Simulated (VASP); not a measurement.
Wanted: the native input for a VASP 6.6.1 run.

```
Task                   : single point
Functional             : PBE
Potentials or basis    : VASP PAW PBE potentials, release 64 (Mo_sv)
Cutoff                 : 520 eV
k mesh                 : 6 × 6 × 4
Occupations            : gaussian, width 0.1 eV
Spin                   : no spin polarisation
Dipole correction      : no
Further INCAR settings : ALGO = Normal; EDIFF = 1e-07; NBANDS = 36
```

The structure of Mo lies in POSCAR:

```
Mo
1.0
    1.5819710255     -5.0183370901      0.0000000000
    1.5819710255      5.0183370901      0.0000000000
    0.0000000000      0.0000000000      4.1867269437
Mo
4
Direct
    0.0980000000      0.9020000000      0.9100000000
    0.5980000000      0.4020000000      0.5900000000
    0.9020000000      0.0980000000      0.0900000000
    0.4020000000      0.5980000000      0.4100000000
```

The input as run:

INCAR

```
PREC = Accurate ; ENCUT = 520
EDIFF = 1E-7 ; ISMEAR = 0
SIGMA = 0.1 ; LREAL = False
LASPH = True ; NELM = 60
ALGO = Normal ; ISIF = 2
LWAVE = False ; LCHARG = False
GGA = PE ; NBANDS = 36
```

KPOINTS

```
regular mesh
0
Gamma
  6 6 4
```

Potentials or basis: VASP PAW PBE potentials, release 64 (Mo_sv).

Command:

```console
$ cat potpaw_PBE.64/Mo_sv/POTCAR > POTCAR
$ mpirun -np 1 vasp_std > vasp.out
```

Results of the run:

```json
{"Pressure": "84.0 GPa", "Largest force": "12.839 eV/Å", "Band gap on the k mesh": "zero (band 28 reaches 11.74 eV, above the bottom of band 29 at 10.66 eV)"}
```

Caveat: the k points lie up to 0.38 Å⁻¹ apart; forces of over 1 eV/Å act on the atoms, so gaps and moduli don't describe the material at rest.

Run time: 91 s on 1 thread of AMD EPYC 7R43 64-Core Processor (Zen 3), with other jobs on the host, peak memory 0.2 GiB.
